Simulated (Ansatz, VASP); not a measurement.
**AlFe in VASP and in Ansatz**

```
Al Fe
1.0
     2.91000    0.00000    0.00000
     0.00000    2.91000    0.00000
     0.00000    0.00000    2.91000
Al Fe
1 1
Direct
  0.00082 0.00642 0.00817
  0.49971 0.49382 0.49530
```

Alike in both runs: task single point; functional LDA; k mesh 7 × 7 × 7; collinear spin.

|  | VASP | Ansatz |
| --- | --- | --- |
| version | VASP 6.6.1 | Ansatz 0.2.0 |
| potentials or method | VASP PAW LDA potentials, release 64 (Al, Fe), cutoff 520 eV | plane waves, PAW |
| occupations | fermi-dirac, width 0.1 eV | fermi-dirac |
| valence electrons in the cell | 11 | 19 |

Ansatz gave:

| Item | Value |
| --- | --- |
| pressure (GPa) | -15.9 |
| traceless stress, the component that is largest in VASP (GPa) | 0.18 |
| rms of the force components (eV/Å) | 0.190 |
| net moment per atom (μB) | 0.34 |
| size of the moment on the site where the two differ most (μB) | 0.71 |

Question: Estimate VASP's values.

Answer: Pressure (GPa): -15.6; traceless stress, the component that is largest in VASP (GPa): 0.18; rms of the force components (eV/Å): 0.192; net moment per atom (μB): 0.31; size of the moment on the site where the two differ most (μB): 0.66.

LDA's correlation is that of Perdew and Zunger in VASP and of Perdew and Wang (1992) in Ansatz. Site moments also hang on the region over which each program counts them. Atom by atom the forces differ by 0.002 eV/Å (rms over components). VASP's potentials hold 11 valence electrons a cell and Ansatz's 19, so a difference there can come from the potentials and not from the codes. Ansatz's warnings: stability check not made, stress scf threshold loose.
